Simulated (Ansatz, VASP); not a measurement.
# NaF: VASP beside Ansatz

File INCAR:

```
SYSTEM = NaF
ALGO = Normal
EDIFF = 1E-6
ENCUT = 520
GGA = PE
ISIF = 2
ISMEAR = -1
LASPH = .True.
LCHARG = .False.
LREAL = .False.
LWAVE = .False.
NBANDS = 14
NELM = 80
PREC = Accurate
SIGMA = 0.02
```

KPOINTS

```
k-points
0
Gamma
  10 10 10
  0 0 0
```

Contents of POSCAR:

```
NaF
1.0
    0.0000000000      2.2771827257      2.2771827257
    2.2771827257      0.0000000000      2.2771827257
    2.2771827257      2.2771827257      0.0000000000
Na F
1 1
Direct
    0.0000000000      0.0000000000      0.0000000000
    0.5000000000      0.5000000000      0.5000000000
```

Input for Ansatz:

```yaml
crystal:
  lattice:
    - [0.0, 2.2771827257, 2.2771827257]
    - [2.2771827257, 0.0, 2.2771827257]
    - [2.2771827257, 2.2771827257, 0.0]
  atoms:
    - { symbol: Na, position: [0.0, 0.0, 0.0] }
    - { symbol: F, position: [0.5, 0.5, 0.5] }
kpoints:
  mp_grid: { grid: [10, 10, 10] }
  band_path:
    path:
      - [0.0, 0.0, 0.0]
      - [0.5, 0.0, 0.5]
      - [0.625, 0.25, 0.625]
      - [0.375, 0.375, 0.75]
      - [0.5, 0.5, 0.5]
      - [0.5, 0.25, 0.75]
    npoints: 1
hamiltonian:
  xc: pbe
scf:
  occupations: { method: fermi_dirac, width: 0.02 }
  n_extra_bands: 4
output:
  forces: true
  stress: true
  eigenvalues: true
```

Change from the starting cell: hydrostatic strain -0.9%.

Alike in both runs: task single point; functional PBE; k mesh 10 × 10 × 10; occupations fermi-dirac, width 0.02 eV; no spin polarisation.

```csv
,VASP,Ansatz
version,VASP 6.6.1,Ansatz 0.2.0
potentials or method,"VASP PAW PBE potentials, release 64 (Na_pv, F)","plane waves, PAW"
plane-wave cutoff (eV),520,420
valence electrons in the cell,14,16
```

VASP gave:

- gap on the k mesh at the Fermi level (eV): 6.59
- pressure (GPa): 5.2

Estimate Ansatz's values.

gap on the k mesh at the Fermi level (eV): 6.61; pressure (GPa): 5.3.

With one functional, cell and mesh, what is left measures potentials, basis and numerics. VASP's potentials hold 14 valence electrons a cell and Ansatz's 16, so a difference there can come from the potentials and not from the codes.
